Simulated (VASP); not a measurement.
# InSe in VASP: single point with PBE+D3(BJ)

Aim: the single point of InSe with PBE+D3(BJ).

Program: VASP 6.6.1. These are calculated values, not measurements. Logs are shortened: lines on timing, memory, paths and dates and some standing lists are left out, and cuts for length are marked.

## Step 1: The cell of the first run

The cell holds a slab with vacuum, 8 atoms: a = 4.027 Å, b = 4.027 Å, c = 28.271 Å, α = 90.00°, β = 90.00°, γ = 120.00°.

## Step 2: Single point, PBE+D3(BJ) (layers slid over each other)

The input, INCAR:

```
ALGO = Normal
DIPOL = 0.5 0.5 0.405
EDIFF = 1E-7
ENCUT = 520
GGA = PE
IDIPOL = 3
ISIF = 2
ISMEAR = 0
IVDW = 12
LASPH = True
LCHARG = False
LDIPOL = True
LREAL = False
LWAVE = False
NBANDS = 48
NELM = 80
PREC = Accurate
SIGMA = 0.05
```

The input, KPOINTS:

```
k-points
0
Gamma
  9 9 1
```

The input, POSCAR:

```
InSe
1.0
    4.0266104195      0.0000000000      0.0000000000
   -2.0133052098      3.4871469144      0.0000000000
    0.0000000000      0.0000000000     28.2707101099
Se In
4 4
Direct
    0.0000000000      0.0000000000      0.1591753438
    0.0000000000      0.0000000000      0.3496677309
    0.0000000000      0.2222222222      0.4596755796
    0.0000000000      0.2222222222      0.6501679667
    0.6666666667      0.3333333333      0.2049979929
    0.6666666667      0.3333333333      0.3038451626
   -0.6666666667     -0.1111111111      0.5054982288
   -0.6666666667     -0.1111111111      0.6043453984
```

Potentials or basis: VASP PAW PBE potentials, release 64 (Se, In_d).

Run with:

```sh
$ cat potpaw_PBE.64/Se/POTCAR potpaw_PBE.64/In_d/POTCAR > POTCAR
$ mpirun -np 1 vasp_std > vasp.out
```

OUTCAR:

```text
EDIFF = 1E-7
   ENCUT = 520
   GGA = PE
   ISIF = 2
   ISMEAR = 0
   IVDW = 12
   LASPH = True
   LREAL = False
   NELM = 80
   PREC = Accurate
 IVDW          = 12

 ion  position               nearest neighbor table
   1  0.000  0.000  0.159-   5 2.66   5 2.66   5 2.66
   2  0.000  0.000  0.350-   6 2.66   6 2.66   6 2.66
   3  0.000  0.222  0.460-   7 2.66   7 2.66   7 2.66
   4  0.000  0.222  0.650-   8 2.66   8 2.66   8 2.66
   5  0.667  0.333  0.205-   1 2.66   1 2.66   1 2.66   6 2.79
   6  0.667  0.333  0.304-   2 2.66   2 2.66   2 2.66   5 2.79
   7  0.333  0.889  0.505-   3 2.66   3 2.66   3 2.66   8 2.79
   8  0.333  0.889  0.604-   4 2.66   4 2.66   4 2.66   7 2.79

  LATTYP: Found a hexagonal cell.
 ALAT       =     4.0266104195
 C/A-ratio  =     7.0209697896

  Lattice vectors:

 A1 = (   4.0266104195,   0.0000000000,   0.0000000000)
 A2 = (  -2.0133052098,   3.4871469144,   0.0000000000)
 A3 = (   0.0000000000,   0.0000000000,  28.2707101099)

Analysis of symmetry for initial positions (statically):
=====================================================================
 Subroutine PRICEL returns:
 Original cell was already a primitive cell.

 Routine SETGRP: Setting up the symmetry group for a
 hexagonal supercell.

 Subroutine GETGRP returns: Found  2 space group operations
 (whereof  1 operations were pure point group operations)
 out of a pool of 24 trial point group operations.

The static configuration has the point symmetry C_1 .
 The point group associated with its full space group is S_2 .

Analysis of symmetry for dynamics (positions and initial velocities):
=====================================================================
 Subroutine PRICEL returns:
 Original cell was already a primitive cell.

 Routine SETGRP: Setting up the symmetry group for a
 hexagonal supercell.

 Subroutine GETGRP returns: Found  2 space group operations
 (whereof  1 operations were pure point group operations)
 out of a pool of 24 trial point group operations.

The dynamic configuration has the point symmetry C_1 .
 The point group associated with its full space group is S_2 .

 Subroutine INISYM returns: Found  2 space group operations
 (whereof  1 operations are pure point group operations),
 and found     1 'primitive' translations

----------------------------------------------------------------------------------------

                                     Primitive cell

[... 116 lines left out ...]
   EFERMI =   0.00;   METHOD = LEGACY
   ISMEAR =     0;   SIGMA  =   0.05  broadening in eV -4-tet -1-fermi 0-gaus
   EFERMI_NEDOS =   21; number of points for ismear=-14 and -15
   IALGO  =     38    algorithm
   IMIX   =      4    mixing-type and parameters
     AMIX     =   0.40;   BMIX     =  1.00
     AMIX_MAG =   1.60;   BMIX_MAG =  1.00
  volume/ion in A,a.u.               =      49.62       334.85
  Fermi-wavevector in a.u.,A,eV,Ry     =   0.943548  1.783047 12.113024  0.890282
  Thomas-Fermi vector in A             =   2.071266
   LORBIT       =      0    0 simple, 1 ext, 2 COOP (PROOUT), +10 PAW based schemes
   GGA     = PE    functional components
   LHFCALC =     F    Hartree Fock is set to
   AEXX    =    0.0000 exact exchange contribution
   IVDW    =    12    specifies the selected vdW correction
   LEPSILON=     F    determine dielectric tensor
   LRPA    =     F    only Hartree local field effects (RPA)
 non-spin polarized calculation
 Gauss-broadening in eV      SIGMA  =   0.05
  energy-cutoff  :      520.00
  volume of cell :      396.96
 maximum number of plane-waves:     10749
 NGX is ok and might be reduce to    30
   NGX = 15   NGY = 15   NGZ =105

 dipolmoment           0.000000      0.000000      0.000005 electrons x Angstroem

 number of electron      75.9999998 magnetization

 dipolmoment           0.000000      0.000000     -0.000027 electrons x Angstroem

 Free energy of the ion-electron system (eV)
  ---------------------------------------------------
  ext. energy  EPLUGINS =         0.00000000
  ---------------------------------------------------
  free energy    TOTEN  =       -28.25695707 eV

  energy without entropy =      -28.25695707  energy(sigma->0) =      -28.25695707

 E-fermi :   0.2461     XC(G=0):  -5.6310

 val. band max:       -0.0119913131   @ k =   0.1111   0.0000   0.0000
 cond. band min:       0.9157408907   @ k =   0.0000   0.0000   0.0000
 fundamental gap:      0.9277322038
 Fermi energy:         0.2460610821

 k-point     1 :       0.0000    0.0000    0.0000
  band No.  band energies     occupation
      1     -14.5167      2.00000
      2     -14.5161      2.00000
      3     -14.3358      2.00000
      4     -14.3356      2.00000
      5     -14.3334      2.00000
      6     -14.3333      2.00000
[... 1213 lines left out ...]
     47       4.4887      0.00000
     48       4.6037      0.00000

 [... further k-points ...]

------------------------ aborting loop because EDIFF is reached ----------------------------------------

 vacuum level on the upper side and lower side of the slab       (xc-potential included)        -0.066        -0.066

 Edisp (eV)   -2.05160

 E8    (eV) :    -0.9615

  FORCE on cell =-STRESS in cart. coord.  units (eV):
  Direction    XX          YY          ZZ          XY          YZ          ZX
  --------------------------------------------------------------------------------------
  -------------------------------------------------------------------------------------
  Total       0.04864     0.09348     1.18023    -0.09922     0.51285    -0.29184
  in kB       0.19631     0.37730     4.76353    -0.40048     2.06993    -1.17788
  external pressure =        1.78 kB  Pullay stress =        0.00 kB

 VOLUME and BASIS-vectors are now :
 -----------------------------------------------------------------------------
  energy-cutoff  :      520.00
  volume of cell :      396.96
      direct lattice vectors                 reciprocal lattice vectors
     4.026610419  0.000000000  0.000000000     0.248347840  0.143383692  0.000000000
    -2.013305210  3.487146914  0.000000000     0.000000000  0.286767384  0.000000000
     0.000000000  0.000000000 28.270710110     0.000000000  0.000000000  0.035372299

 POSITION                                       TOTAL-FORCE (eV/Angst)
 -----------------------------------------------------------------------------------
      0.00000      0.00000      4.50000         0.001430     -0.003583     -0.009176
      0.00000      0.00000      9.88536         0.071479     -0.141381     -0.226915
     -0.44740      0.77492     12.99536        -0.071479      0.141381      0.226915
     -0.44740      0.77492     18.38071        -0.001430      0.003583      0.009176
      2.01331      1.16238      5.79544         0.004017     -0.009618      0.001531
      2.01331      1.16238      8.58992         0.000986      0.014562     -0.074898
     -0.44740      3.09969     14.29079        -0.000986     -0.014562      0.074898
     -0.44740      3.09969     17.08527        -0.004017      0.009618     -0.001531
 -----------------------------------------------------------------------------------
    total drift:                                0.000083     -0.000140     -0.003380

  FREE ENERGIE OF THE ION-ELECTRON SYSTEM (eV)
  ---------------------------------------------------
  free  energy   TOTEN  =       -30.3085575775 eV

  energy  without entropy=      -30.3085575775  energy(sigma->0) =      -30.30855758

 vacuum level on the upper side and lower side of the slab         5.457         5.457
```

stdout:

```text
POSCAR found type information on POSCAR SeIn
 POSCAR found :  2 types and       8 ions
 scaLAPACK will be used
 LDA part: xc-table for (Slater+PW92), standard interpolation
 POSCAR, INCAR and KPOINTS ok, starting setup
 FFT: planning ... GRIDC
 FFT: planning ... GRID_SOFT
 FFT: planning ... GRID
 WAVECAR not read
 entering main loop
```

It took 34 min on 1 thread of Intel Xeon Platinum 8488C (Sapphire Rapids), shared host; peak memory 0.81 GiB.

What came out:

| Property | Result |
| --- | --- |
| Free energy | -30.3086 eV |
| Largest force | 0.277 eV/Å |
| Band gap on the k mesh | 0.93 eV (least direct gap 1.01 eV) |
| Dispersion energy per atom | -0.256 eV |

Forces on the atoms (eV/Å):
```
Se   0.001 -0.004 -0.009
Se   0.071 -0.141 -0.227
Se  -0.071  0.141  0.227
Se  -0.001  0.004  0.009
In   0.004 -0.010  0.002
In   0.001  0.015 -0.075
In  -0.001 -0.015  0.075
In  -0.004  0.010 -0.002
```

Caveat: the cell differs from its parent crystal (layers slid over each other); spin-orbit coupling is left out, which moves the levels of the heavy elements.
